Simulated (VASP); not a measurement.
# HfN (F-43m) in VASP: notebook

The runs below take HfN through single point, with PBEsol+D3(BJ).

All numbers are computed with VASP 6.6.1; they aren't measurements. Logs are shortened: lines on timing, memory, paths and dates and some standing lists are left out, and cuts for length are marked.

### 1 The cell of the first run

Symmetry: F-43m, No. 216, cubic system. Conventional cell: a = 4.974 Å, b = 4.974 Å, c = 4.974 Å, α = 90.00°, β = 90.00°, γ = 90.00°. Within 2.9 Å of Hf (site symmetry -43m) lie 4 N at 2.15 Å. Within 2.9 Å of N (site symmetry -43m) lie 4 Hf at 2.15 Å.

### 2 Single point, PBEsol+D3(BJ)

Input file INCAR:

```
ALGO = Normal ; EDIFF = 1E-6
ENCUT = 520 ; GGA = PS
ISIF = 2 ; ISMEAR = 1
IVDW = 12 ; LASPH = T
LCHARG = T ; LELF = T
LREAL = F ; LVHAR = T
LWAVE = F ; NBANDS = 14
NELM = 60 ; PREC = Accurate
SIGMA = 0.1
```

Input file KPOINTS:

```
k-points
0
Gamma
  10 10 10
```

Input file POSCAR:

```
HfN
1.0
    0.0000000000      2.4871259940      2.4871259940
    2.4871259940      0.0000000000      2.4871259940
    2.4871259940      2.4871259940      0.0000000000
Hf N
1 1
Direct
    0.0000000000      0.0000000000      0.0000000000
    0.7500000000      0.7500000000      0.7500000000
```

Potentials or basis: VASP PAW PBE potentials, release 64 (Hf_pv, N).

Run with:

```console
$ cat potpaw_PBE.64/Hf_pv/POTCAR potpaw_PBE.64/N/POTCAR > POTCAR
$ mpirun -np 1 vasp_std > vasp.out
```

OUTCAR:

```text
EDIFF = 1E-6
   ENCUT = 520
   GGA = PS
   ISIF = 2
   ISMEAR = 1
   IVDW = 12
   LASPH = T
   LREAL = F
   NELM = 60
   PREC = Accurate
 IVDW          = 12

 ion  position               nearest neighbor table
   1  0.000  0.000  0.000-   2 2.15   2 2.15   2 2.15   2 2.15
   2  0.750  0.750  0.750-   1 2.15   1 2.15   1 2.15   1 2.15

  LATTYP: Found a face centered cubic cell.
 ALAT       =     4.9742519880

  Lattice vectors:

 A1 = (   0.0000000000,   2.4871259940,   2.4871259940)
 A2 = (   2.4871259940,   0.0000000000,   2.4871259940)
 A3 = (   2.4871259940,   2.4871259940,   0.0000000000)

Analysis of symmetry for initial positions (statically):
=====================================================================
 Subroutine PRICEL returns:
 Original cell was already a primitive cell.

 Routine SETGRP: Setting up the symmetry group for a
 face centered cubic supercell.

 Subroutine GETGRP returns: Found 24 space group operations
 (whereof 24 operations were pure point group operations)
 out of a pool of 48 trial point group operations.

The static configuration has the point symmetry T_d .

Analysis of symmetry for dynamics (positions and initial velocities):
=====================================================================
 Subroutine PRICEL returns:
 Original cell was already a primitive cell.

 Routine SETGRP: Setting up the symmetry group for a
 face centered cubic supercell.

 Subroutine GETGRP returns: Found 24 space group operations
 (whereof 24 operations were pure point group operations)
 out of a pool of 48 trial point group operations.

The dynamic configuration has the point symmetry T_d .

 Subroutine INISYM returns: Found 24 space group operations
 (whereof 24 operations are pure point group operations),
 and found     1 'primitive' translations

----------------------------------------------------------------------------------------

                                     Primitive cell

  volume of cell :      30.7697

  direct lattice vectors                    reciprocal lattice vectors
     0.000000000  2.487125994  2.487125994    -0.201035252  0.201035252  0.201035252
     2.487125994  0.000000000  2.487125994     0.201035252 -0.201035252  0.201035252
     2.487125994  2.487125994  0.000000000     0.201035252  0.201035252 -0.201035252

  length of vectors
     3.517327312  3.517327312  3.517327312     0.348203270  0.348203270  0.348203270

  position of ions in fractional coordinates (direct lattice)
     0.000000000  0.000000000  0.000000000
     0.750000000  0.750000000  0.750000000

  ion indices of the primitive-cell ions
   primitive index   ion index
                 1           1
                 2           2

----------------------------------------------------------------------------------------

 KPOINTS: k-points

Automatic generation of k-mesh.
 Grid dimensions read from file:
 generate k-points for:   10   10   10

 Generating k-lattice:

  Cartesian coordinates                     Fractional coordinates (reciprocal lattice)
    -0.020103525  0.020103525  0.020103525     0.100000000  0.000000000  0.000000000
     0.020103525 -0.020103525  0.020103525     0.000000000  0.100000000  0.000000000
     0.020103525  0.020103525 -0.020103525     0.000000000  0.000000000  0.100000000

  Length of vectors
     0.034820327  0.034820327  0.034820327

  Shift w.r.t. Gamma in fractional coordinates (k-lattice)
     0.000000000  0.000000000  0.000000000

 Subroutine IBZKPT returns following result:
 ===========================================

 Found     47 irreducible k-points:

 Following reciprocal coordinates:
            Coordinates               Weight
  0.000000  0.000000  0.000000      1.000000
  0.100000  0.000000  0.000000      8.000000
  0.200000  0.000000  0.000000      8.000000
  0.300000  0.000000  0.000000      8.000000
  0.400000  0.000000  0.000000      8.000000
  0.500000  0.000000  0.000000      4.000000
[... 16 lines left out ...]
  0.300000  0.300000  0.000000      6.000000
  0.400000  0.300000  0.000000     24.000000
 [... further k-points ...]
   k-points           NKPTS =     47   k-points in BZ     NKDIM =     47   number of bands    NBANDS=     14
   number of dos      NEDOS =    301   number of ions     NIONS =      2
   total plane-waves  NPLWV =  21952
   dimension x,y,z NGX =    28 NGY =   28 NGZ =   28
   dimension x,y,z NGXF=    56 NGYF=   56 NGZF=   56
   ions per type =               1   1
   NGX,Y,Z   is equivalent  to a cutoff of  13.23, 13.23, 13.23 a.u.
   NGXF,Y,Z  is equivalent  to a cutoff of  26.47, 26.47, 26.47 a.u.
 SYSTEM =  unknown system
   PREC   = accura    normal or accurate (medium, high low for compatibility)
   ISTART =      0    job   : 0-new  1-cont  2-samecut
   ICHARG =      2    charge: 1-file 2-atom 10-const
   ISPIN  =      1    spin polarized calculation?
   LNONCOLLINEAR =      F non collinear calculations
   LSORBIT =      F    spin-orbit coupling
   LASPH  =      T    aspherical Exc in radial PAW
   ENCUT  =  520.0 eV  38.22 Ry    6.18 a.u.   6.54  6.54  6.54*2*pi/ulx,y,z
   NELM   =     60;   NELMIN=  2; NELMDL= -5     # of ELM steps
   EDIFF  = 0.1E-05   stopping-criterion for ELM
   LREAL  =      F    real-space projection
   EDIFFG = 0.1E-04   stopping-criterion for IOM
   NSW    =      0    number of steps for IOM
   IBRION =     -1    ionic relax: 0-MD 1-quasi-New 2-CG
   NFREE  =      0    steps in history (QN), initial steepest desc. (CG)
   ISIF   =      2    stress and relaxation
   ISYM   =      2    0-nonsym 1-usesym 2-fastsym
   POTIM  = 0.5000    time-step for ionic-motion
   TEBEG  =    0.0;   TEEND  =   0.0 temperature during run
   PSTRESS=    0.0 pullay stress
   NELECT =      15.0000    total number of electrons
   NUPDOWN=      -1.0000    fix difference up-down
   EMIN   =  10.00;   EMAX   =-10.00  energy-range for DOS
   EFERMI =   0.00;   METHOD = LEGACY
   ISMEAR =     1;   SIGMA  =   0.10  broadening in eV -4-tet -1-fermi 0-gaus
   EFERMI_NEDOS =   21; number of points for ismear=-14 and -15
   IALGO  =     38    algorithm
   IMIX   =      4    mixing-type and parameters
     AMIX     =   0.40;   BMIX     =  1.00
     AMIX_MAG =   1.60;   BMIX_MAG =  1.00
  volume/ion in A,a.u.               =      15.38       103.82
  Fermi-wavevector in a.u.,A,eV,Ry     =   1.288440  2.434798 22.586720  1.660077
  Thomas-Fermi vector in A             =   2.420393
   LORBIT       =      0    0 simple, 1 ext, 2 COOP (PROOUT), +10 PAW based schemes
   GGA     = PS    functional components
   LHFCALC =     F    Hartree Fock is set to
   AEXX    =    0.0000 exact exchange contribution
   IVDW    =    12    specifies the selected vdW correction
   LEPSILON=     F    determine dielectric tensor
   LRPA    =     F    only Hartree local field effects (RPA)
 non-spin polarized calculation
 Methfessel and Paxton  Order N= 1 SIGMA  =   0.10
  energy-cutoff  :      520.00
  volume of cell :       30.77
 maximum number of plane-waves:       869
 NGX is ok and might be reduce to    28
   NGX = 13   NGY = 13   NGZ = 13

 number of electron      14.9999998 magnetization

 Free energy of the ion-electron system (eV)
  ---------------------------------------------------
  ext. energy  EPLUGINS =         0.00000000
  ---------------------------------------------------
  free energy    TOTEN  =       -22.18632646 eV

  energy without entropy =      -22.18614793  energy(sigma->0) =      -22.18626695

 E-fermi :   5.3004     XC(G=0): -11.2123

 val. band max:        5.2958111116   @ k =   0.3000   0.2000   0.0000
 cond. band min:       5.3643668387   @ k =   0.4000   0.2000   0.0000
 fundamental gap:      0.0685557271
 Fermi energy:         5.3003927948

 k-point     1 :       0.0000    0.0000    0.0000
  band No.  band energies     occupation
      1     -25.8972      2.00000
      2     -25.8972      2.00000
      3     -25.8972      2.00000
      4     -10.5963      2.00000
      5       0.0313      2.00000
      6       0.0313      2.00000
      7       0.0313      2.00000
      8       4.4827      2.00000
      9       7.4120      0.00000
     10       7.4120      0.00000
     11      11.6347      0.00000
     12      11.6347      0.00000
     13      11.6347      0.00000
     14      17.4243      0.00000

 k-point     2 :       0.1000    0.0000    0.0000
  band No.  band energies     occupation
      1     -25.9373      2.00000
      2     -25.9024      2.00000
      3     -25.9024      2.00000
      4     -10.4880      2.00000
      5      -0.1896      2.00000
      6       0.0992      2.00000
      7       0.0992      2.00000
      8       5.0100      2.00032
      9       7.2626     -0.00000
     10       7.2626     -0.00000
     11      11.3777      0.00000
     12      11.8328      0.00000
     13      11.8328      0.00000
     14      16.6950      0.00000

 k-point     3 :       0.2000    0.0000    0.0000
  band No.  band energies     occupation
      1     -26.0404      2.00000
      2     -25.9159      2.00000
      3     -25.9159      2.00000
      4     -10.2131      2.00000
      5      -0.5281      2.00000
      6       0.2656      2.00000
      7       0.2656      2.00000
      8       6.1369     -0.00000
      9       7.0543     -0.00000
     10       7.0543     -0.00000
     11      10.8450      0.00000
     12      12.0246      0.00000
     13      12.0246      0.00000
     14      14.5470      0.00000

 k-point     4 :       0.3000    0.0000    0.0000
  band No.  band energies     occupation
      1     -26.1642      2.00000
      2     -25.9326      2.00000
      3     -25.9326      2.00000
      4      -9.8951      2.00000
      5      -0.6235      2.00000
      6       0.4413      2.00000
      7       0.4413      2.00000
      8       6.9897     -0.00000
      9       7.1233     -0.00000
     10       7.1233     -0.00000
     11      10.2782      0.00000
     12      11.6570      0.00000
     13      11.6570      0.00000
     14      13.2121      0.00000

 k-point     5 :       0.4000    0.0000    0.0000
  band No.  band energies     occupation
      1     -26.2618      2.00000
      2     -25.9460      2.00000
      3     -25.9460      2.00000
      4      -9.6600      2.00000
      5      -0.4629      2.00000
      6       0.5529      2.00000
      7       0.5529      2.00000
      8       6.9872     -0.00000
      9       7.5401      0.00000
     10       7.5401      0.00000
     11       9.6062      0.00000
[... 276 lines left out ...]
 k-point    22 :      -0.2000    0.2000    0.0000
  band No.  band energies     occupation
      1     -26.1497      2.00000
      2     -26.0036      2.00000
      3     -25.9316      2.00000
      4      -9.7755      2.00000
      5      -0.6101      2.00000
      6       0.4152      2.00000
      7       0.5526      2.00000
      8       6.4078     -0.00000
      9       7.0094     -0.00000
     10       7.6248      0.00000
     11      10.2306      0.00000
     12      11.5278      0.00000
     13      12.2430      0.00000
     14      14.1332      0.00000

 k-point    23 :       0.3000    0.3000    0.0000
  band No.  band energies     occupation
      1     -26.1652      2.00000
      2     -25.9868      2.00000
      3     -25.9868      2.00000
      4      -9.6576      2.00000
      5      -1.2659      2.00000
      6       1.0270      2.00000
      7       1.0270      2.00000
      8       4.6829      2.00000
      9       8.2755      0.00000
     10       8.4295      0.00000
     11      10.9626      0.00000
     12      10.9626      0.00000
     13      11.1992      0.00000
     14      16.6726      0.00000

 k-point    24 :       0.4000    0.3000    0.0000
  band No.  band energies     occupation
      1     -26.2199      2.00000
      2     -26.0146      2.00000
      3     -26.0023      2.00000
      4      -9.4671      2.00000
      5      -1.2347      2.00000
      6       1.1812      2.00000
      7       1.2514      2.00000
      8       4.5593      2.00000
      9       7.9141      0.00000
     10       8.6177      0.00000
     11      10.4829      0.00000
     12      10.8636      0.00000
     13      11.7424      0.00000
     14      16.0271      0.00000

 [... further k-points ...]

------------------------ aborting loop because EDIFF is reached ----------------------------------------

 Edisp (eV)   -0.57928

 E8    (eV) :    -0.4064

  FORCE on cell =-STRESS in cart. coord.  units (eV):
  Direction    XX          YY          ZZ          XY          YZ          ZX
  --------------------------------------------------------------------------------------
  -------------------------------------------------------------------------------------
  Total      -2.98775    -2.98775    -2.98775    -0.00000     0.00000     0.00000
  in kB    -155.57195  -155.57195  -155.57195    -0.00000     0.00000     0.00000
  external pressure =     -155.57 kB  Pullay stress =        0.00 kB

 VOLUME and BASIS-vectors are now :
 -----------------------------------------------------------------------------
  energy-cutoff  :      520.00
  volume of cell :       30.77
      direct lattice vectors                 reciprocal lattice vectors
     0.000000000  2.487125994  2.487125994    -0.201035252  0.201035252  0.201035252
     2.487125994  0.000000000  2.487125994     0.201035252 -0.201035252  0.201035252
     2.487125994  2.487125994  0.000000000     0.201035252  0.201035252 -0.201035252

 POSITION                                       TOTAL-FORCE (eV/Angst)
 -----------------------------------------------------------------------------------
      0.00000      0.00000      0.00000        -0.000000     -0.000000     -0.000000
      3.73069      3.73069      3.73069         0.000000      0.000000      0.000000
 -----------------------------------------------------------------------------------
    total drift:                                0.000000      0.000000      0.000000

  FREE ENERGIE OF THE ION-ELECTRON SYSTEM (eV)
  ---------------------------------------------------
  free  energy   TOTEN  =       -22.7656103790 eV

  energy  without entropy=      -22.7654318451  energy(sigma->0) =      -22.76555087
```

Wall time 11 s (1 thread of Intel Xeon 6975P-C (Granite Rapids), shared host); peak memory 0.17 GiB.

What came out:

* Free energy: -22.7656 eV
* Pressure: -15.6 GPa
* Dispersion energy per atom: -0.290 eV

Caveat: three body term missing; the PAW data sets were made with another functional, which shifts forces and pressure a little; spin-orbit coupling is left out, which moves the levels of the heavy elements; pairwise dispersion overbinds metals, which lowers pressure and volume.

(Part 1 of 2 ends here.)
